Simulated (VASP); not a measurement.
# Ni (Cmce) in VASP: further runs, part 2 of 2

VASP 6.6.1.

## Step 3: Single point, PBE, collinear spin, ferromagnetic start

This run uses another cell than the first one, of 11.17 Å³/atom, 1.007 times its volume.

Contents of INCAR:

```
SYSTEM = Ni
PREC     = Accurate       ! precision mode
ENCUT    = 520            ! plane-wave cutoff, eV
EDIFF    = 1E-6           ! SCF threshold, eV
ISMEAR   = 0              ! smearing method
SIGMA    = 0.1            ! smearing width, eV
LREAL    = .False.        ! projectors in reciprocal space
LASPH    = .True.         ! aspherical terms in the spheres
NELM     = 150            ! most SCF steps
ALGO     = Normal         ! electronic algorithm
ISIF     = 2              ! what is computed and relaxed
LWAVE    = .False.        ! write WAVECAR
LCHARG   = .False.        ! write CHGCAR
ISPIN    = 2              ! spin polarisation
MAGMOM   = 2 2 2 2        ! initial moments
LORBIT   = 11             ! projections on sites
LMAXMIX  = 4              ! l up to which the mixer works
GGA      = PE             ! functional
NBANDS   = 32             ! bands
```

Contents of KPOINTS:

```
regular mesh
0
Gamma
  6 6 6
  0 0 0
```

Contents of POSCAR:

```
Ni
1.0
    1.8737968294     -3.1757381341      0.0000000000
    1.8737968294      3.1757381341      0.0000000000
    0.0000000000      0.0000000000      3.7525785973
Ni
4
Direct
    0.1525000000      0.8475000000      0.0785000000
    0.6525000000      0.3475000000      0.4215000000
    0.8475000000      0.1525000000      0.9215000000
    0.3475000000      0.6525000000      0.5785000000
```

Potentials or basis: VASP PAW PBE potentials, release 64 (Ni).

Command:

```console
$ cat potpaw_PBE.64/Ni/POTCAR > POTCAR
$ mpirun -np 1 vasp_std > vasp.out
```

Run time: 60 s. Hardware: 1 thread of Intel Xeon 6975P-C (Granite Rapids), shared host; peak memory 0.23 GiB.

It converged, with:

```
Free energy                                           : -18.6255 eV
Pressure                                              : 34.9 GPa
Largest force                                         : 0.975 eV/Å
Net moment                                            : 2.66 μB per cell
Site moments                                          : Ni +0.66 μB
Valence electrons inside the program's atomic spheres : Ni 9.56
```

Forces in eV/Å, atoms in the order of the input:
```
Ni   0.000 -0.972 -0.081
Ni   0.000 -0.972  0.081
Ni   0.000  0.972  0.081
Ni   0.000  0.972 -0.081
```

Stress tensor (GPa, compression positive):
```
25.87  0.00  0.00
 0.00 48.93  0.00
 0.00  0.00 29.80
```

Levels at points of the mesh, in eV from the Fermi level:
Spin up:
```csv
k point,band 17,band 18,band 19,band 20,band 21,band 22,band 23,band 24,band 25,band 26
"(0.00, 0.00, 0.00)",-1.60,-0.89,-0.77,-0.42,-0.40,2.98,5.64,6.10,6.15,8.61
"(0.50, 0.00, 0.00)",-1.28,-1.28,-0.90,-0.90,-0.36,-0.36,4.64,4.64,5.85,5.85
"(0.50, 0.50, 0.00)",-1.03,-0.98,-0.95,-0.74,-0.45,-0.14,1.19,6.73,7.23,8.51
"(0.00, 0.00, 0.50)",-1.32,-1.32,-0.68,-0.68,-0.56,-0.56,8.57,8.57,9.04,9.04
"(0.50, 0.00, 0.50)",-1.01,-1.01,-0.77,-0.77,-0.16,-0.16,1.37,1.37,4.78,4.78
"(0.50, 0.50, 0.50)",-1.00,-1.00,-0.75,-0.75,-0.02,-0.02,1.62,1.62,6.19,6.19
```
Spin down:
| k point | band 16 | band 17 | band 18 | band 19 | band 20 | band 21 | band 22 | band 23 |
| --- | --- | --- | --- | --- | --- | --- | --- | --- |
| (0.00, 0.00, 0.00) | -1.18 | -0.90 | -0.09 | -0.04 | 0.36 | 0.40 | 3.22 | 5.92 |
| (0.50, 0.00, 0.00) | -0.70 | -0.57 | -0.57 | -0.18 | -0.18 | 0.41 | 0.41 | 4.88 |
| (0.50, 0.50, 0.00) | -0.51 | -0.24 | -0.23 | -0.20 | 0.11 | 0.38 | 0.56 | 1.19 |
| (0.00, 0.00, 0.50) | -1.40 | -0.64 | -0.64 | 0.07 | 0.07 | 0.25 | 0.25 | 8.68 |
| (0.50, 0.00, 0.50) | -0.75 | -0.38 | -0.38 | 0.01 | 0.01 | 0.51 | 0.51 | 1.89 |
| (0.50, 0.50, 0.50) | -1.03 | -0.32 | -0.32 | 0.04 | 0.04 | 0.59 | 0.59 | 2.16 |

## Step 4: Relaxation of cell and atoms, PBE, collinear spin, ferromagnetic start

Contents of INCAR:

```
ALGO = Normal
EDIFF = 1E-6
EDIFFG = -0.04
ENCUT = 600
GGA = PE
IBRION = 2
ISIF = 3
ISMEAR = 0
ISPIN = 2
LASPH = T
LCHARG = F
LMAXMIX = 4
LORBIT = 11
LREAL = F
LWAVE = F
MAGMOM = 0.75 0.75 0.75 0.75
NELM = 150
NSW = 90
PREC = Accurate
SIGMA = 0.1
```

Contents of KPOINTS:

```
k-points
0
Gamma
  6 6 6
```

Contents of POSCAR:

```
Ni
1.0
    1.3821097241     -4.3843359827      0.0000000000
    1.3821097241      4.3843359827      0.0000000000
    0.0000000000      0.0000000000      3.6577888770
Ni
4
Direct
    0.0980000000      0.9020000000      0.9100000000
    0.5980000000      0.4020000000      0.5900000000
    0.9020000000      0.0980000000      0.0900000000
    0.4020000000      0.5980000000      0.4100000000
```

Command:

```console
$ cat potpaw_PBE.64/Ni/POTCAR > POTCAR
$ mpirun -np 1 vasp_std > vasp.out
```

Run time: 41 min. Hardware: 1 thread of AMD EPYC 9R45 (Zen 5), shared host; peak memory 0.29 GiB.

It converged, with:

- Free energy: -20.9939 eV
- Relaxed volume: 11.45 Å³/atom
- Relaxed cell: a = 4.591 Å, b = 4.591 Å, c = 4.185 Å, α = 90.00°, β = 90.00°, γ = 148.73°
- Space group after relaxing (to 0.05 Å): Fmmm (No. 69)
- Energy gained by relaxing: 2761.7 meV/atom
- Ionic steps: 24
- Pressure after relaxing: -0.1 GPa
- Largest force after relaxing: 0.017 eV/Å
- Net moment: -2.37 μB per cell
- Site moments: Ni -0.60 μB
- Valence electrons inside the program's atomic spheres: Ni 9.29

Forces in eV/Å, atoms in the order of the input:
```
Ni   0.000  0.004  0.017
Ni   0.000  0.004 -0.017
Ni   0.000 -0.004 -0.017
Ni   0.000 -0.004  0.017
```

Stress tensor (GPa, compression positive):
```
-0.17  0.00  0.00
 0.00 -0.27  0.00
 0.00  0.00  0.09
```

Step by step:
```tsv
step	energy change (eV)	largest force (eV/Å)	pressure (GPa)	volume (Å³)
1	0.0000	12.5511	111.84	44.33
2	-2.4514	0.7604	-16.02	114.18
3	-3.5935	0.5290	-18.83	101.65
4	-4.8249	0.2990	-21.44	90.84
5	-8.3756	0.6443	-20.55	64.88
6	-8.6048	2.9878	0.85	53.97
7	-8.8223	1.5029	-13.11	58.97
8	-8.8376	1.7676	-10.69	57.82
9	-8.8364	1.8414	-10.02	57.52
10	-9.7561	1.6602	-8.42	52.21
11	-8.7568	3.7102	65.83	38.18
12	-10.1842	1.5812	-3.07	48.64
13	-10.4490	0.6552	15.13	43.21
14	-10.4884	0.9717	7.01	44.90
15	-10.6949	1.1810	6.26	45.20
16	-10.7626	0.5383	4.96	45.13
17	-10.8809	0.1495	-4.99	47.45
18	-10.8814	0.1309	-5.41	47.59
19	-10.9968	0.0123	-3.98	46.86
20	-11.0323	0.0896	-2.30	46.34
21	-11.0335	0.1091	-1.85	46.23
22	-11.0459	0.0476	1.10	45.47
23	-11.0465	0.0465	0.58	45.60
24	-11.0470	0.0172	-0.12	45.79
```

Final structure:
```
Ni
1.0
     1.23742   -4.42091    0.00000
     1.23742    4.42091    0.00000
     0.00000    0.00000    4.18507
Ni
4
Cartesian
  1.2374 3.2541 4.1839
  1.2374 -1.1669 2.0937
  1.2374 -3.2541 0.0012
  1.2374 1.1669 2.0913
```

Levels at points of the mesh, in eV from the Fermi level:
Spin up:
```
           k point  band 16  band 17  band 18  band 19  band 20  band 21  band 22  band 23
(0.00, 0.00, 0.00)    -0.52    -0.47    -0.32    -0.09     0.15     0.46     0.51     0.83
(0.50, 0.00, 0.00)    -0.64    -0.37    -0.37     0.36     0.36     1.90     1.90     4.59
(0.50, 0.50, 0.00)    -0.49    -0.34    -0.10     0.21     0.42     0.42     0.55     3.01
(0.00, 0.00, 0.50)    -0.57    -0.53    -0.53    -0.24    -0.24    -0.23    -0.23     3.27
(0.50, 0.00, 0.50)    -0.19     0.44     0.44     0.47     0.47     1.69     1.69     3.42
(0.50, 0.50, 0.50)    -0.72    -0.41    -0.41    -0.15    -0.15    -0.13    -0.13     0.32
```
Spin down:
| k point | band 19 | band 20 | band 21 | band 22 | band 23 | band 24 |
| --- | --- | --- | --- | --- | --- | --- |
| (0.00, 0.00, 0.00) | -0.36 | -0.28 | -0.27 | -0.22 | -0.04 | 4.20 |
| (0.50, 0.00, 0.00) | -0.41 | -0.41 | 1.40 | 1.40 | 4.35 | 4.35 |
| (0.50, 0.50, 0.00) | -0.49 | -0.31 | -0.29 | -0.19 | 2.91 | 3.66 |
| (0.00, 0.00, 0.50) | -0.91 | -0.91 | -0.74 | -0.74 | 3.15 | 3.15 |
| (0.50, 0.00, 0.50) | -0.29 | -0.29 | 1.29 | 1.29 | 3.30 | 3.30 |
| (0.50, 0.50, 0.50) | -0.63 | -0.63 | -0.57 | -0.57 | -0.39 | -0.39 |

Caveat: the k points lie up to 0.44 Å⁻¹ apart in the final cell.

## Step 5: Summary

```tsv
task	cell	cutoff (eV)	gap on the mesh (eV)	pressure (GPa)	moment (μB)	largest force (eV/Å)
single point	a = 4.597, b = 4.597, c = 3.658 Å, angles 90.0, 90.0, 145.0°, 4 atoms	520	none	112.0	2.83	12.55
single point	a = 3.687, b = 3.687, c = 3.753 Å, angles 90.0, 90.0, 118.9°, 4 atoms	520	none	34.9	2.66	0.98
relaxation of cell and atoms	relaxed from a = 4.597, b = 4.597, c = 3.658 Å, angles 90.0, 90.0, 145.0°, 4 atoms	600	none	-0.1	2.37	0.02
```

Alike in all rows: level PBE; potentials or basis VASP PAW PBE potentials, release 64 (Ni); spin collinear, ferromagnetic start; k mesh 6 × 6 × 6; smearing gaussian 0.1 eV.

Caveats: some runs use coarse meshes; forces of over 1 eV/Å act on the atoms, so gaps and moduli don't describe the material at rest (some runs).

Absolute energies hang on the potentials; compare differences alone.
